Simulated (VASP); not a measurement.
P: relaxation of cell and atoms with PBEsol+D3(BJ)

The system is P.

```
P
1.0
     1.67997    0.96993    2.74338
    -1.67997    0.96993    2.74338
     0.00000   -1.93986    2.74338
P
2
Direct
  0.25000 0.25000 0.25000
  0.75000 0.75000 0.75000
```

| Quantity | Value |
| --- | --- |
| Program | VASP 6.6.1 |
| Task | relaxation of cell and atoms |
| Functional | PBEsol |
| Dispersion | D3(BJ) |
| Potentials or basis | VASP PAW PBE potentials, release 64 (P) |
| Cutoff | 600 eV |
| k mesh | 16 × 16 × 16 |
| Occupations | gaussian, width 0.1 eV |
| Spin | no spin polarisation |
| Target pressure | 1e-06 GPa |
| Dipole correction | no |
| Further INCAR settings | ALGO = Normal; EDIFF = 1e-07; IBRION = 2; EDIFFG = -0.004; NSW = 70; ISIF = 3 |

* Relaxed volume: 13.70 Å³/atom
* Relaxed cell: a = 3.384 Å, b = 3.384 Å, c = 3.384 Å, α = 60.00°, β = 60.00°, γ = 60.00°
* Space group after relaxing (to 0.05 Å): Pm-3m (No. 221)
* Energy change on relaxing (the enthalpy is what falls): -2.7 meV/atom
* Ionic steps: 3
* Pressure after relaxing: 0.0 GPa
* Band gap on the k mesh: zero (band 5 reaches 11.74 eV, above the bottom of band 6 at 9.03 eV)
* Dispersion energy per atom: -0.414 eV

The path:
```
step  energy change (eV)  largest force (eV/Å)  pressure (GPa)  volume (Å³)
   1              0.0000                0.0000            3.07        26.82
   2             -0.0026                0.0000           -2.08        27.83
   3             -0.0054                0.0000            0.00        27.40
```

Final structure:
```yaml
crystal:
  lattice:
    - [1.69193, 0.97684, 2.76291]
    - [-1.69193, 0.97684, 2.76291]
    - [0.00000, -1.95367, 2.76291]
  atoms:
    - { symbol: P, position: [0.25000, 0.25000, 0.25000] }
    - { symbol: P, position: [0.75000, 0.75000, 0.75000] }
```

Levels at points of the mesh, in eV from the Fermi level:
| k point | band 1 | band 2 | band 3 | band 4 | band 5 | band 6 | band 7 | band 8 | band 9 |
| --- | --- | --- | --- | --- | --- | --- | --- | --- | --- |
| (0.00, 0.00, 0.00) | -17.19 | -2.27 | -2.27 | -2.27 | -0.94 | 4.39 | 4.39 | 4.39 | 5.31 |
| (0.50, 0.00, 0.00) | -12.77 | -12.77 | -1.49 | -1.49 | -1.49 | -1.49 | 1.60 | 1.60 | 12.42 |
| (0.50, 0.50, 0.00) | -12.52 | -9.29 | -7.42 | -5.62 | -5.62 | 0.46 | 8.41 | 8.41 | 9.45 |

Wall time 32 s on 1 thread of Intel(R) Xeon(R) 6975P-C (Granite Rapids), on a shared host, peak memory 0.18 GiB.

Caveat: the cell is relaxed towards a set pressure, so the enthalpy falls and the energy may rise; the PAW data sets were made with another functional, which shifts forces and pressure a little; pairwise dispersion overbinds metals, which lowers pressure and volume.
